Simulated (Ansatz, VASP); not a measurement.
# Sn in VASP and in Ansatz

```
CELL_PARAMETERS angstrom
-1.72654 1.77555 2.33834
1.72654 -1.77555 2.33834
1.72654 1.77555 -2.33834
ATOMIC_POSITIONS crystal
Sn 0.00000 0.00000 0.00000
```

Alike in both runs: task relaxation of cell and atoms; functional PBEsol; dispersion D3(BJ); k mesh 11 × 11 × 11; occupations gaussian, width 0.1 eV; no spin polarisation.

|  | VASP | Ansatz |
| --- | --- | --- |
| version | VASP 6.6.1 | Ansatz 0.2.0 |
| potentials or method | VASP PAW PBE potentials, release 64 (Sn_d) | plane waves, PAW |
| plane-wave cutoff (eV) | 600 | 420 |
| valence electrons in the cell | 14 | 14 |

|  | VASP | Ansatz | Ansatz less VASP |
| --- | --- | --- | --- |
| relaxed volume (Å³/atom) | 25.44 | 25.40 | -0.037 |
| relaxed length of the cell vector where the two differ most in proportion (Å) | 3.276 | 3.277 | +0.0012 |

VASP's potentials were made for PBE, not for PBEsol.
